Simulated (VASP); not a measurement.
## Ir: single point with r2SCAN

The system is Ir.

```xyz
2
Lattice="2.7329 0.0000 0.0000 -1.3665 2.3668 0.0000 0.0000 0.0000 4.4323" Properties=species:S:1:pos:R:3 pbc="T T T"
Ir    0.0000    1.5778    1.1081
Ir    1.3665    0.7889    3.3243
```

This isn't the form of Ir at room conditions, which is fcc.

```json
{
 "Program": "VASP 6.6.1",
 "Task": "single point",
 "Functional": "r2SCAN",
 "Potentials or basis": "VASP PAW PBE potentials, release 64 (Ir_sv_GW)",
 "Cutoff": "620 eV",
 "k mesh": "11 × 11 × 6",
 "Occupations": "fermi-dirac, width 0.05 eV",
 "Spin": "no spin polarisation"
}
```

```json
{
 "Pressure": "-2.6 GPa",
 "Band gap on the k mesh": "zero (bands 17 and 18 overlap by 3.29 eV)"
}
```

Stress tensor (GPa, compression positive):
```
-2.44  0.00  0.00
 0.00 -2.44  0.00
 0.00  0.00 -2.88
```

Levels at points of the mesh, in eV from the Fermi level:
| k point | band 15 | band 16 | band 17 | band 18 | band 19 | band 20 |
| --- | --- | --- | --- | --- | --- | --- |
| (0.00, 0.00, 0.00) | -3.24 | -2.44 | -2.44 | -0.74 | 0.29 | 0.29 |
| (0.00, 0.00, 0.50) | -4.03 | -4.03 | -0.48 | -0.48 | -0.48 | -0.48 |

Run time: 4.4 min on 1 thread of Intel(R) Xeon(R) Platinum 8259CL CPU @ 2.50GHz (Skylake/Cascade Lake), on a shared host, peak memory 0.2 GiB.

Caveat: the PAW data sets were made with another functional, which shifts forces and pressure a little; spin-orbit coupling is left out, which moves the levels of the heavy elements.
